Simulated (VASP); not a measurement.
# NaI (Fm-3m) in VASP: settings compared

NaI is run at these levels: r2SCAN, PBE; tasks: single point.

Everything below comes from runs of VASP 6.6.1. Logs are shortened: lines on timing, memory, paths and dates and some standing lists are left out, and cuts for length are marked.

### Step 1. The cell of the first run

It takes space group Fm-3m (No. 225, cubic). Conventional cell: a = 6.459 Å, b = 6.459 Å, c = 6.459 Å, α = 90.00°, β = 90.00°, γ = 90.00°. Na (site symmetry m-3m) has 6 I at 3.23 Å within 4.2 Å. I (site symmetry m-3m) has 6 Na at 3.23 Å within 4.2 Å.

### Step 2. Single point, r2SCAN

File POSCAR:

```
NaI
1.0
    0.0000000000      3.2296804382      3.2296804382
    3.2296804382      0.0000000000      3.2296804382
    3.2296804382      3.2296804382      0.0000000000
Na I
1 1
Direct
    0.0000000000      0.0000000000      0.0000000000
    0.5000000000      0.5000000000      0.5000000000
```

File INCAR.step1:

```
SYSTEM = NaI
  ALGO = Normal
  EDIFF = 1E-4
  ENCUT = 520
  GGA = PE
  ISMEAR = 0
  LASPH = .TRUE.
  LCHARG = .FALSE.
  LREAL = .FALSE.
  LWAVE = .TRUE.
  NBANDS = 14
  NELM = 100
  PREC = Accurate
  SIGMA = 0.01
```

File INCAR.step2:

```
SYSTEM = NaI
  ALGO = Normal
  EDIFF = 1E-7
  ENCUT = 520
  ISIF = 2
  ISMEAR = 0
  ISTART = 1
  LASPH = .TRUE.
  LCHARG = .FALSE.
  LMIXTAU = .TRUE.
  LREAL = .FALSE.
  LWAVE = .FALSE.
  METAGGA = R2SCAN
  NBANDS = 14
  NELM = 100
  PREC = Accurate
  SIGMA = 0.01
```

File KPOINTS:

```
k-points
0
G
  6 6 6
  0 0 0
```

Potentials or basis: VASP PAW PBE potentials, release 64 (Na_pv, I).

The run is started by

```bash
cat potpaw_PBE.64/Na_pv/POTCAR potpaw_PBE.64/I/POTCAR > POTCAR
cp INCAR.step1 INCAR
mpirun -np 1 vasp_std > vasp.out
cp INCAR.step2 INCAR
mpirun -np 1 vasp_std > vasp.out
```

OUTCAR:

```text
SYSTEM = NaI
   EDIFF = 1E-7
   ENCUT = 520
   ISIF = 2
   ISMEAR = 0
   ISTART = 1
   LASPH = .TRUE.
   LREAL = .FALSE.
   METAGGA = R2SCAN
   NELM = 100
   PREC = Accurate

 ion  position               nearest neighbor table
   1  0.000  0.000  0.000-
   2  0.500  0.500  0.500-

  LATTYP: Found a face centered cubic cell.
 ALAT       =     6.4593608764

  Lattice vectors:

 A1 = (   0.0000000000,   3.2296804382,   3.2296804382)
 A2 = (   3.2296804382,   0.0000000000,   3.2296804382)
 A3 = (   3.2296804382,   3.2296804382,   0.0000000000)

Analysis of symmetry for initial positions (statically):
=====================================================================
 Subroutine PRICEL returns:
 Original cell was already a primitive cell.

 Routine SETGRP: Setting up the symmetry group for a
 face centered cubic supercell.

 Subroutine GETGRP returns: Found 48 space group operations
 (whereof 48 operations were pure point group operations)
 out of a pool of 48 trial point group operations.

The static configuration has the point symmetry O_h .

Analysis of symmetry for dynamics (positions and initial velocities):
=====================================================================
 Subroutine PRICEL returns:
 Original cell was already a primitive cell.

 Routine SETGRP: Setting up the symmetry group for a
 face centered cubic supercell.

 Subroutine GETGRP returns: Found 48 space group operations
 (whereof 48 operations were pure point group operations)
 out of a pool of 48 trial point group operations.

The dynamic configuration has the point symmetry O_h .

 Subroutine INISYM returns: Found 48 space group operations
 (whereof 48 operations are pure point group operations),
 and found     1 'primitive' translations

----------------------------------------------------------------------------------------

                                     Primitive cell

  volume of cell :      67.3765

  direct lattice vectors                    reciprocal lattice vectors
     0.000000000  3.229680438  3.229680438    -0.154814078  0.154814078  0.154814078
     3.229680438  0.000000000  3.229680438     0.154814078 -0.154814078  0.154814078
     3.229680438  3.229680438  0.000000000     0.154814078  0.154814078 -0.154814078

  length of vectors
     4.567457878  4.567457878  4.567457878     0.268145849  0.268145849  0.268145849

  position of ions in fractional coordinates (direct lattice)
     0.000000000  0.000000000  0.000000000
     0.500000000  0.500000000  0.500000000

  ion indices of the primitive-cell ions
   primitive index   ion index
                 1           1
                 2           2

----------------------------------------------------------------------------------------

 KPOINTS: k-points

Automatic generation of k-mesh.
 Grid dimensions read from file:
 generate k-points for:    6    6    6

 Generating k-lattice:

  Cartesian coordinates                     Fractional coordinates (reciprocal lattice)
    -0.025802346  0.025802346  0.025802346     0.166666667  0.000000000  0.000000000
     0.025802346 -0.025802346  0.025802346     0.000000000  0.166666667  0.000000000
     0.025802346  0.025802346 -0.025802346     0.000000000  0.000000000  0.166666667

  Length of vectors
     0.044690975  0.044690975  0.044690975

  Shift w.r.t. Gamma in fractional coordinates (k-lattice)
     0.000000000  0.000000000  0.000000000

 Subroutine IBZKPT returns following result:
 ===========================================

 Found     16 irreducible k-points:

 Following reciprocal coordinates:
            Coordinates               Weight
  0.000000  0.000000  0.000000      1.000000
  0.166667  0.000000  0.000000      8.000000
  0.333333  0.000000  0.000000      8.000000
  0.500000  0.000000  0.000000      4.000000
  0.166667  0.166667  0.000000      6.000000
  0.333333  0.166667  0.000000     24.000000
[... 8 lines left out ...]
 -0.333333  0.333333  0.166667     24.000000
 -0.333333  0.500000  0.166667     12.000000
   k-points           NKPTS =     16   k-points in BZ     NKDIM =     16   number of bands    NBANDS=     14
   number of dos      NEDOS =    301   number of ions     NIONS =      2
   total plane-waves  NPLWV =  46656
   dimension x,y,z NGX =    36 NGY =   36 NGZ =   36
   dimension x,y,z NGXF=    72 NGYF=   72 NGZF=   72
   ions per type =               1   1
   NGX,Y,Z   is equivalent  to a cutoff of  13.10, 13.10, 13.10 a.u.
   NGXF,Y,Z  is equivalent  to a cutoff of  26.21, 26.21, 26.21 a.u.
 SYSTEM =  NaI
   PREC   = accura    normal or accurate (medium, high low for compatibility)
   ISTART =      1    job   : 0-new  1-cont  2-samecut
   ICHARG =      0    charge: 1-file 2-atom 10-const
   ISPIN  =      1    spin polarized calculation?
   LNONCOLLINEAR =      F non collinear calculations
   LSORBIT =      F    spin-orbit coupling
   LASPH  =      T    aspherical Exc in radial PAW
   ENCUT  =  520.0 eV  38.22 Ry    6.18 a.u.   8.49  8.49  8.49*2*pi/ulx,y,z
   NELM   =    100;   NELMIN=  2; NELMDL=  0     # of ELM steps
   EDIFF  = 0.1E-06   stopping-criterion for ELM
   LREAL  =      F    real-space projection
   EDIFFG = 0.1E-05   stopping-criterion for IOM
   NSW    =      0    number of steps for IOM
   IBRION =     -1    ionic relax: 0-MD 1-quasi-New 2-CG
   NFREE  =      0    steps in history (QN), initial steepest desc. (CG)
   ISIF   =      2    stress and relaxation
   ISYM   =      2    0-nonsym 1-usesym 2-fastsym
   POTIM  = 0.5000    time-step for ionic-motion
   TEBEG  =    0.0;   TEEND  =   0.0 temperature during run
   PSTRESS=    0.0 pullay stress
   NELECT =      14.0000    total number of electrons
   NUPDOWN=      -1.0000    fix difference up-down
   EMIN   =  10.00;   EMAX   =-10.00  energy-range for DOS
   EFERMI =   0.00;   METHOD = LEGACY
   ISMEAR =     0;   SIGMA  =   0.01  broadening in eV -4-tet -1-fermi 0-gaus
   EFERMI_NEDOS =   21; number of points for ismear=-14 and -15
   IALGO  =     38    algorithm
   IMIX   =      4    mixing-type and parameters
     AMIX     =   0.40;   BMIX     =  1.00
     AMIX_MAG =   1.60;   BMIX_MAG =  1.00
  volume/ion in A,a.u.               =      33.69       227.34
  Fermi-wavevector in a.u.,A,eV,Ry     =   0.969649  1.832371 12.792463  0.940219
  Thomas-Fermi vector in A             =   2.099719
   LORBIT       =      0    0 simple, 1 ext, 2 COOP (PROOUT), +10 PAW based schemes
   METAGGA = R2SCAN    functional components
   LHFCALC =     F    Hartree Fock is set to
   AEXX    =    0.0000 exact exchange contribution
   IVDW    =     0    specifies the selected vdW correction
   LEPSILON=     F    determine dielectric tensor
   LRPA    =     F    only Hartree local field effects (RPA)
 non-spin polarized calculation
 Gauss-broadening in eV      SIGMA  =   0.01
  energy-cutoff  :      520.00
  volume of cell :       67.38
 maximum number of plane-waves:      1837
 NGX is ok and might be reduce to    36
   NGX = 17   NGY = 17   NGZ = 17

 number of electron      13.9999994 magnetization

 Free energy of the ion-electron system (eV)
  ---------------------------------------------------
  ext. energy  EPLUGINS =         0.00000000
  ---------------------------------------------------
  free energy    TOTEN  =       -31.08576155 eV

  energy without entropy =      -31.08576155  energy(sigma->0) =      -31.08576155

 E-fermi :   0.6355     XC(G=0):  -8.0953

 val. band max:        0.5236888801   @ k =   0.0000   0.0000   0.0000
 cond. band min:       4.9816576621   @ k =   0.0000   0.0000   0.0000
 fundamental gap:      4.4579687820
 Fermi energy:         0.6355123025

 k-point     1 :       0.0000    0.0000    0.0000
  band No.  band energies     occupation
      1     -22.7210      2.00000
      2     -22.7207      2.00000
      3     -22.7207      2.00000
      4     -10.8384      2.00000
      5       0.5237      2.00000
      6       0.5237      2.00000
      7       0.5237      2.00000
      8       4.9817      0.00000
      9       8.9982      0.00000
     10       8.9982      0.00000
     11       8.9982      0.00000
     12      10.8602      0.00000
     13      10.8602      0.00000
     14      11.6462      0.00000

 k-point     2 :       0.1667    0.0000    0.0000
  band No.  band energies     occupation
      1     -22.7220      2.00000
      2     -22.7210      2.00000
      3     -22.7208      2.00000
      4     -10.7586      2.00000
      5      -0.1928      2.00000
      6       0.4434      2.00000
      7       0.4434      2.00000
      8       5.7649      0.00000
      9       8.5439      0.00000
     10       9.2190      0.00000
     11       9.2191      0.00000
     12      10.4106      0.00000
     13      10.4106      0.00000
     14      12.2610      0.00000

 k-point     3 :       0.3333    0.0000    0.0000
  band No.  band energies     occupation
      1     -22.7247      2.00000
      2     -22.7211      2.00000
      3     -22.7209      2.00000
      4     -10.5891      2.00000
      5      -1.2468      2.00000
      6       0.2931      2.00000
      7       0.2931      2.00000
      8       6.2836      0.00000
      9       8.8506      0.00000
     10       8.8507      0.00000
     11       9.3550      0.00000
     12      11.4825      0.00000
     13      11.4825      0.00000
     14      11.5540      0.00000
[... 188 lines left out ...]
 k-point    15 :      -0.3333    0.3333    0.1667
  band No.  band energies     occupation
      1     -22.7244      2.00000
      2     -22.7230      2.00000
      3     -22.7218      2.00000
      4     -10.4289      2.00000
      5      -1.2219      2.00000
      6      -0.6783      2.00000
      7      -0.1390      2.00000
      8       7.2798      0.00000
      9       7.7904      0.00000
     10       9.0435      0.00000
     11       9.7407      0.00000
     12      11.7346      0.00000
     13      13.2604      0.00000
     14      14.2133      0.00000

 k-point    16 :      -0.3333    0.5000    0.1667
  band No.  band energies     occupation
      1     -22.7241      2.00000
      2     -22.7230      2.00000
      3     -22.7225      2.00000
      4     -10.4071      2.00000
      5      -1.1905      2.00000
      6      -0.6111      2.00000
      7      -0.3733      2.00000
      8       6.6270      0.00000
      9       7.5334      0.00000
     10       9.7739      0.00000
     11       9.9303      0.00000
     12      13.1518      0.00000
     13      13.9181      0.00000
     14      13.9615      0.00000

------------------------ aborting loop because EDIFF is reached ----------------------------------------

  FORCE on cell =-STRESS in cart. coord.  units (eV):
  Direction    XX          YY          ZZ          XY          YZ          ZX
  --------------------------------------------------------------------------------------
  -------------------------------------------------------------------------------------
  Total       -0.0323813     -0.0323813     -0.0323813      0.0000000      0.0000000     -0.0000000
  in kB       -0.7700086     -0.7700086     -0.7700086      0.0000000      0.0000000     -0.0000000
  external PRESSURE =      -0.7700086 kB  Pullay stress =       0.0000000 kB

 VOLUME and BASIS-vectors are now :
 -----------------------------------------------------------------------------
  energy-cutoff  :      520.00
  volume of cell :       67.38
      direct lattice vectors                 reciprocal lattice vectors
     0.000000000  3.229680438  3.229680438    -0.154814078  0.154814078  0.154814078
     3.229680438  0.000000000  3.229680438     0.154814078 -0.154814078  0.154814078
     3.229680438  3.229680438  0.000000000     0.154814078  0.154814078 -0.154814078

 POSITION                                       TOTAL-FORCE (eV/Angst)
 -----------------------------------------------------------------------------------
      0.00000      0.00000      0.00000        -0.000000      0.000000      0.000000
      3.22968      3.22968      3.22968         0.000000     -0.000000     -0.000000
 -----------------------------------------------------------------------------------
    total drift:                                0.000000      0.000000      0.000000

  FREE ENERGIE OF THE ION-ELECTRON SYSTEM (eV)
  ---------------------------------------------------
  free  energy   TOTEN  =       -31.0857615522 eV

  energy  without entropy=      -31.0857615522  energy(sigma->0) =      -31.08576155
```

Wall time 67 s (1 thread of Intel Xeon 6975P-C, shared host); peak memory 0.22 GiB.

Results:

* Free energy: -31.0858 eV
* Pressure: -0.1 GPa
* Band gap on the k mesh: 4.46 eV, direct

Caveat: the PAW data sets were made with another functional, which shifts forces and pressure a little; spin-orbit coupling is left out, which moves the levels of the heavy elements. r2SCAN opens gaps a little over a GGA but as a rule still falls short of measured ones.

### Step 3. Single point, PBE

File INCAR:

```
  PREC = Accurate
  ENCUT = 520
  EDIFF = 1E-6
  ISMEAR = 0
  SIGMA = 0.01
  LREAL = F
  LASPH = T
  NELM = 80
  ALGO = Normal
  ISIF = 2
  LWAVE = F
  LCHARG = F
  GGA = PE
  NBANDS = 14
```

File KPOINTS:

```
Automatic mesh
0
Gamma
  8 8 8
```

POSCAR is that of step 2.

Potentials or basis: VASP PAW PBE potentials, release 64 (Na_pv, I).

The run is started by

```bash
cat potpaw_PBE.64/Na_pv/POTCAR potpaw_PBE.64/I/POTCAR > POTCAR
mpirun -np 1 vasp_std > vasp.out
```

Wall time 19 s (1 thread of Intel Xeon 6975P-C, shared host); peak memory 0.21 GiB.

The run converged. Its results:

```yaml
Free_energy: -5.3838 eV
Pressure: 0.6 GPa
Band_gap_on_the_k_mesh: 3.66 eV, direct
```

Levels at points of the mesh, in eV from the valence-band top:
| k point | band 4 | band 5 | band 6 | band 7 | band 8 | band 9 | band 10 | band 11 |
| --- | --- | --- | --- | --- | --- | --- | --- | --- |
| (0.00, 0.00, 0.00) | -11.03 | 0.00 | 0.00 | 0.00 | 3.66 | 7.93 | 7.93 | 7.93 |
| (0.50, 0.00, 0.00) | -10.71 | -2.20 | -0.29 | -0.29 | 5.09 | 7.45 | 7.45 | 8.78 |
| (0.50, 0.50, 0.00) | -10.64 | -1.92 | -0.75 | -0.75 | 4.50 | 5.54 | 9.91 | 11.34 |

Caveat: spin-orbit coupling is left out, which moves the levels of the heavy elements.
